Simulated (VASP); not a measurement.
CdSe: phonons with r2SCAN

The system is CdSe.

```
CELL_PARAMETERS angstrom
3.06678 3.06678 0.00000
-3.06678 3.06678 0.00000
0.00000 3.06678 3.06678
ATOMIC_POSITIONS crystal
Cd 0.00000 0.00000 0.00000
Se 0.75000 0.25000 0.50000
```

```
Program                : VASP 6.6.1
Task                   : phonons
Functional             : r2SCAN
Potentials or basis    : VASP PAW PBE potentials, release 64 (Cd, Se)
Cutoff                 : 520 eV
k mesh                 : 6 × 6 × 6
Occupations            : gaussian, width 0.01 eV
Spin                   : no spin polarisation
Dipole correction      : no
Further INCAR settings : ALGO = Normal; EDIFF = 1e-08; IBRION = 6; POTIM = 0.015; NSW = 1
```

```yaml
Highest_phonon_frequency_at_Γ_LO-TO_splitting_left_out: 165 cm⁻¹
```

Phonon frequencies in cm⁻¹ (negative: imaginary):
```
              q point        frequencies
(0.000, 0.000, 0.000)  0 0 0 165 165 165
```

It took 5.5 min on 1 thread of Intel(R) Xeon(R) Platinum 8259CL CPU @ 2.50GHz (Skylake/Cascade Lake) (shared host), peak memory 0.23 GiB.
